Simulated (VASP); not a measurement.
Runs of VASP 6.6.1 on Co. The structure is that of space group Pm-3m (No. 221), or close to it. The cells are those of the table. This isn't the form of Co at room conditions, which is hcp.

```csv
level,spin,cell,k mesh,smearing,grid for exact exchange (PRECFOCK),share of exact exchange,gap on the mesh (eV),pressure (GPa),moment (μB)
r2SCAN,"collinear, ferromagnetic start","a = 3.095 Å, angles 60.0°, 2 atoms",14 × 14 × 14,fermi-dirac 0.05 eV,-,-,none,43.5,3.82
r2SCAN,"collinear, ferromagnetic start","a = 3.224 Å, angles 60.0°, 2 atoms",14 × 14 × 14,fermi-dirac 0.05 eV,-,-,none,11.0,4.00
r2SCAN,"collinear, ferromagnetic start","a = 3.049 Å, angles 60.0°, 2 atoms",14 × 14 × 14,fermi-dirac 0.05 eV,-,-,none,59.7,(b)
r2SCAN0,"collinear, ferromagnetic start","a = 3.182 Å, angles 60.0°, 2 atoms",6 × 6 × 6,fermi-dirac 0.1 eV,Normal,0.25,none,37.7,4.48
r2SCAN,"non-collinear, typed start, SOC","a = 3.182 Å, angles 60.0°, 2 atoms",12 × 12 × 12,fermi-dirac 0.05 eV,-,-,-,19.3,3.89
r2SCAN,"collinear, ferromagnetic start","a = 3.139 Å, angles 60.0°, 2 atoms",14 × 14 × 14,fermi-dirac 0.05 eV,-,-,none,(c),3.85
r2SCAN,"collinear, ferromagnetic start","a = 3.182 Å, angles 60.0°, 2 atoms",14 × 14 × 14,fermi-dirac 0.05 eV,-,-,none,(a),3.93
```

Alike in all rows: task single point; potentials or basis VASP PAW PBE potentials, release 64 (Co); cutoff (eV) 520.

Question: Estimate the missing entries.

Answer: (a) 19.4; (b) 3.75; (c) 30.0.

Caveats: some runs use coarse meshes; the PAW data sets were made with another functional, which shifts forces and pressure a little; the cell stands under pressure (at least some runs).

A gap of «none» marks levels without a gap at the run's occupations.
